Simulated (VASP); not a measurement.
# SnO (P2_1/m) in VASP: a series of runs, part 2 of 2

VASP 6.6.1. The steps go on from the part before.

**4. Single point, PBEsol+D3(BJ) (strain +0.0875 x Voigt [0, 0, 0, 1, 0, 0])**

The input, INCAR:

```
SYSTEM = SnO
ALGO = Normal
EDIFF = 1E-6
ENCUT = 520
GGA = PS
ISIF = 2
ISMEAR = 0
IVDW = 12
LASPH = .True.
LCHARG = .True.
LELF = .True.
LREAL = .False.
LVHAR = .True.
LWAVE = .False.
NBANDS = 28
NELM = 60
PREC = Accurate
SIGMA = 0.15
```

The input, KPOINTS:

```
k-points
0
Gamma
  12 12 10
  0 0 0
```

The input, POSCAR:

```
SnO
1.0
    3.8020000000      0.0000000000      0.0000000000
    0.0000000000      3.8020000000      0.1663375000
    0.0000000000      0.2115750000      4.8360000000
Sn O
2 2
Direct
    0.0000000000      0.5000000000      0.2385000000
    0.5000000000      0.0000000000      0.7615000000
    0.0000000000      0.0000000000      0.0000000000
    0.5000000000      0.5000000000      0.0000000000
```

Potentials or basis: VASP PAW PBE potentials, release 64 (Sn_d, O).

Started as:

```
cat potpaw_PBE.64/Sn_d/POTCAR potpaw_PBE.64/O/POTCAR > POTCAR
mpirun -np 1 vasp_std > vasp.out
```

OUTCAR:

```text
SYSTEM = SnO
   EDIFF = 1E-6
   ENCUT = 520
   GGA = PS
   ISIF = 2
   ISMEAR = 0
   IVDW = 12
   LASPH = .True.
   LREAL = .False.
   NELM = 60
   PREC = Accurate
 IVDW          = 12

 ion  position               nearest neighbor table
   1  0.000  0.500  0.239-   3 2.14   4 2.22   4 2.22   3 2.31   2 3.43   2 3.43   2 3.58   2 3.58
                             2 3.65   2 3.65
   2  0.500  0.000  0.761-   4 2.14   3 2.22   3 2.22   4 2.31   1 3.43   1 3.43   1 3.58   1 3.58
                             1 3.65   1 3.65
   3  0.000  0.000  0.000-   1 2.14   2 2.22   2 2.22   1 2.31
   4  0.500  0.500  0.000-   2 2.14   1 2.22   1 2.22   2 2.31

  LATTYP: Found a simple monoclinic cell.
 ALAT       =     3.8056368933
 B/A-ratio  =     0.9990443404
 C/A-ratio  =     1.2719621252
 COS(beta)  =    -0.0873328395

  Lattice vectors:

 A1 = (   0.0000000000,   3.8020000000,   0.1663375000)
 A2 = (   3.8020000000,   0.0000000000,   0.0000000000)
 A3 = (   0.0000000000,  -0.2115750000,  -4.8360000000)

Analysis of symmetry for initial positions (statically):
=====================================================================
 Subroutine PRICEL returns:
 Original cell was already a primitive cell.

 Routine SETGRP: Setting up the symmetry group for a
 simple monoclinic supercell.

 Subroutine GETGRP returns: Found  4 space group operations
 (whereof  2 operations were pure point group operations)
 out of a pool of  4 trial point group operations.

The static configuration has the point symmetry C_1h.
 The point group associated with its full space group is C_2h.

Analysis of symmetry for dynamics (positions and initial velocities):
=====================================================================
 Subroutine PRICEL returns:
 Original cell was already a primitive cell.

 Routine SETGRP: Setting up the symmetry group for a
 simple monoclinic supercell.

 Subroutine GETGRP returns: Found  4 space group operations
 (whereof  2 operations were pure point group operations)
 out of a pool of  4 trial point group operations.

The dynamic configuration has the point symmetry C_1h.
 The point group associated with its full space group is C_2h.

 Subroutine INISYM returns: Found  4 space group operations
 (whereof  2 operations are pure point group operations),
 and found     1 'primitive' translations

----------------------------------------------------------------------------------------

                                     Primitive cell

  volume of cell :      69.7716

  direct lattice vectors                    reciprocal lattice vectors
     3.802000000  0.000000000  0.000000000     0.263019463  0.000000000  0.000000000
     0.000000000  3.802000000  0.166337500     0.000000000  0.263523865 -0.011529169
     0.000000000  0.211575000  4.836000000     0.000000000 -0.009064082  0.207179018

  length of vectors
     3.802000000  3.805636893  4.840625991     0.263019463  0.263775945  0.207377200

  position of ions in fractional coordinates (direct lattice)
     0.000000000  0.500000000  0.238500000
     0.500000000  1.000000000  0.761500000
     0.000000000  0.000000000  0.000000000
     0.500000000  0.500000000  0.000000000

  ion indices of the primitive-cell ions
   primitive index   ion index
[... 28 lines left out ...]

 Found    434 irreducible k-points:

 Following reciprocal coordinates:
            Coordinates               Weight
  0.000000  0.000000  0.000000      1.000000
  0.083333  0.000000  0.000000      2.000000
  0.166667  0.000000  0.000000      2.000000
  0.250000  0.000000  0.000000      2.000000
  0.333333  0.000000  0.000000      2.000000
  0.416667  0.000000  0.000000      2.000000
[... 16 lines left out ...]
  0.083333  0.250000 -0.000000      4.000000
  0.166667  0.250000 -0.000000      4.000000
 [... further k-points ...]
   k-points           NKPTS =    434   k-points in BZ     NKDIM =    434   number of bands    NBANDS=     28
   number of dos      NEDOS =    301   number of ions     NIONS =      4
   total plane-waves  NPLWV =  28224
   dimension x,y,z NGX =    28 NGY =   28 NGZ =   36
   dimension x,y,z NGXF=    56 NGYF=   56 NGZF=   72
   ions per type =               2   2
   NGX,Y,Z   is equivalent  to a cutoff of  12.24, 12.23, 12.36 a.u.
   NGXF,Y,Z  is equivalent  to a cutoff of  24.49, 24.46, 24.73 a.u.
 SYSTEM =  SnO
   PREC   = accura    normal or accurate (medium, high low for compatibility)
   ISTART =      0    job   : 0-new  1-cont  2-samecut
   ICHARG =      2    charge: 1-file 2-atom 10-const
   ISPIN  =      1    spin polarized calculation?
   LNONCOLLINEAR =      F non collinear calculations
   LSORBIT =      F    spin-orbit coupling
   LASPH  =      T    aspherical Exc in radial PAW
   ENCUT  =  520.0 eV  38.22 Ry    6.18 a.u.   7.07  7.08  9.00*2*pi/ulx,y,z
   NELM   =     60;   NELMIN=  2; NELMDL= -5     # of ELM steps
   EDIFF  = 0.1E-05   stopping-criterion for ELM
   LREAL  =      F    real-space projection
   EDIFFG = 0.1E-04   stopping-criterion for IOM
   NSW    =      0    number of steps for IOM
   IBRION =     -1    ionic relax: 0-MD 1-quasi-New 2-CG
   NFREE  =      0    steps in history (QN), initial steepest desc. (CG)
   ISIF   =      2    stress and relaxation
   ISYM   =      2    0-nonsym 1-usesym 2-fastsym
   POTIM  = 0.5000    time-step for ionic-motion
   TEBEG  =    0.0;   TEEND  =   0.0 temperature during run
   PSTRESS=    0.0 pullay stress
   NELECT =      40.0000    total number of electrons
   NUPDOWN=      -1.0000    fix difference up-down
   EMIN   =  10.00;   EMAX   =-10.00  energy-range for DOS
   EFERMI =   0.00;   METHOD = LEGACY
   ISMEAR =     0;   SIGMA  =   0.15  broadening in eV -4-tet -1-fermi 0-gaus
   EFERMI_NEDOS =   21; number of points for ismear=-14 and -15
   IALGO  =     38    algorithm
   IMIX   =      4    mixing-type and parameters
     AMIX     =   0.40;   BMIX     =  1.00
     AMIX_MAG =   1.60;   BMIX_MAG =  1.00
  volume/ion in A,a.u.               =      17.44       117.71
  Fermi-wavevector in a.u.,A,eV,Ry     =   1.359989  2.570006 25.164923  1.849570
  Thomas-Fermi vector in A             =   2.486690
   LORBIT       =      0    0 simple, 1 ext, 2 COOP (PROOUT), +10 PAW based schemes
   GGA     = PS    functional components
   LHFCALC =     F    Hartree Fock is set to
   AEXX    =    0.0000 exact exchange contribution
   IVDW    =    12    specifies the selected vdW correction
   LEPSILON=     F    determine dielectric tensor
   LRPA    =     F    only Hartree local field effects (RPA)
 non-spin polarized calculation
 Gauss-broadening in eV      SIGMA  =   0.15
  energy-cutoff  :      520.00
  volume of cell :       69.77
 maximum number of plane-waves:      1898
   NGX = 15   NGY = 15   NGZ = 17

 number of electron      39.9999992 magnetization

 Free energy of the ion-electron system (eV)
  ---------------------------------------------------
  ext. energy  EPLUGINS =         0.00000000
  ---------------------------------------------------
  free energy    TOTEN  =       -24.12074457 eV

  energy without entropy =      -24.11905266  energy(sigma->0) =      -24.11989861

 E-fermi :   7.1839     XC(G=0): -10.5029

 val. band max:        7.1652852570   @ k =   0.4167   0.5000  -0.0000
 cond. band min:       7.2814467554   @ k =   0.5000   0.5000   0.1000
 fundamental gap:      0.1161614985
 Fermi energy:         7.1839095648

 k-point     1 :       0.0000    0.0000    0.0000
  band No.  band energies     occupation
      1     -14.8833      2.00000
      2     -14.4460      2.00000
      3     -14.4148      2.00000
      4     -14.4038      2.00000
      5     -14.3580      2.00000
      6     -14.3571      2.00000
[... 733 lines left out ...]
     27      15.5404      0.00000
     28      15.9231      0.00000

 [... further k-points ...]

------------------------ aborting loop because EDIFF is reached ----------------------------------------

 Edisp (eV)   -0.86575

 E8    (eV) :    -0.5727

  FORCE on cell =-STRESS in cart. coord.  units (eV):
  Direction    XX          YY          ZZ          XY          YZ          ZX
  --------------------------------------------------------------------------------------
  -------------------------------------------------------------------------------------
  Total      -0.60979    -0.06130    -0.56804     0.00000    -2.07003     0.00000
  in kB     -14.00264    -1.40757   -13.04398     0.00000   -47.53448     0.00000
  external pressure =       -9.48 kB  Pullay stress =        0.00 kB

 VOLUME and BASIS-vectors are now :
 -----------------------------------------------------------------------------
  energy-cutoff  :      520.00
  volume of cell :       69.77
      direct lattice vectors                 reciprocal lattice vectors
     3.802000000  0.000000000  0.000000000     0.263019463  0.000000000  0.000000000
     0.000000000  3.802000000  0.166337500     0.000000000  0.263523865 -0.011529169
     0.000000000  0.211575000  4.836000000     0.000000000 -0.009064082  0.207179018

 POSITION                                       TOTAL-FORCE (eV/Angst)
 -----------------------------------------------------------------------------------
      0.00000      1.95146      1.23655         0.000000     -0.546032      0.285740
      1.90100      0.16111      3.68261         0.000000      0.546032     -0.285740
      0.00000      0.00000      0.00000         0.000000      0.348798     -0.096813
      1.90100      1.90100      0.08317         0.000000     -0.348798      0.096813
 -----------------------------------------------------------------------------------
    total drift:                                0.000000      0.000000      0.000000

  FREE ENERGIE OF THE ION-ELECTRON SYSTEM (eV)
  ---------------------------------------------------
  free  energy   TOTEN  =       -24.9864982294 eV

  energy  without entropy=      -24.9848063196  energy(sigma->0) =      -24.98565227
```

stdout:

```text
POSCAR found type information on POSCAR SnO
 POSCAR found :  2 types and       4 ions
 scaLAPACK will be used
 -----------------------------------------------------------------------------
|                                                                             |
|                                                                             |
|     You enforced a specific xc type in the INCAR file but a different       |
|     I HOPE YOU KNOW WHAT YOU ARE DOING!                                     |
|                                                                             |
 -----------------------------------------------------------------------------

 LDA part: xc-table for (Slater+PW92), standard interpolation
 POSCAR, INCAR and KPOINTS ok, starting setup
 FFT: planning ... GRIDC
 FFT: planning ... GRID_SOFT
 FFT: planning ... GRID
 WAVECAR not read
 entering main loop
```

It took 4.3 min on 1 thread of Intel Xeon 6975P-C (Granite Rapids), shared host; peak memory 0.71 GiB.

What came out:

| Property | Result |
| --- | --- |
| Free energy | -24.9865 eV |
| Pressure | -0.9 GPa |
| Largest force | 0.616 eV/Å |
| Dispersion energy per atom | -0.216 eV |

Forces on the atoms (eV/Å):
```
Sn   0.000 -0.546  0.286
Sn   0.000  0.546 -0.286
O    0.000  0.349 -0.097
O    0.000 -0.349  0.097
```

Stress tensor (GPa, compression positive):
```
-1.40  0.00  0.00
 0.00 -0.14 -4.75
 0.00 -4.75 -1.30
```

Caveat: the cell differs from its parent crystal (strain +0.0875 x Voigt [0, 0, 0, 1, 0, 0]); the PAW data sets were made with another functional, which shifts forces and pressure a little; spin-orbit coupling is left out, which moves the levels of the heavy elements.

**5. Summary**

```tsv
cell	pressure (GPa)	largest force (eV/Å)
a = 3.802, b = 3.804, c = 4.838 Å, angles 86.4, 90.0, 90.0°, 4 atoms	-1.4	0.44
a = 3.802, b = 3.807, c = 4.842 Å, angles 95.7, 90.0, 90.0°, 4 atoms	-0.7	0.71
a = 3.802, b = 3.806, c = 4.841 Å, angles 85.0, 90.0, 90.0°, 4 atoms	-0.9	0.62
```

Alike in all rows: task single point; level PBEsol+D3(BJ); potentials or basis VASP PAW PBE potentials, release 64 (Sn_d, O); no spin polarisation; k mesh 12 × 12 × 10; cutoff (eV) 520; smearing gaussian 0.15 eV.

Caveats: the PAW data sets were made with another functional, which shifts forces and pressure a little; spin-orbit coupling is left out, which moves the levels of the heavy elements.

Total energies depend on the potentials used, so only differences within one code and one set of settings carry meaning.
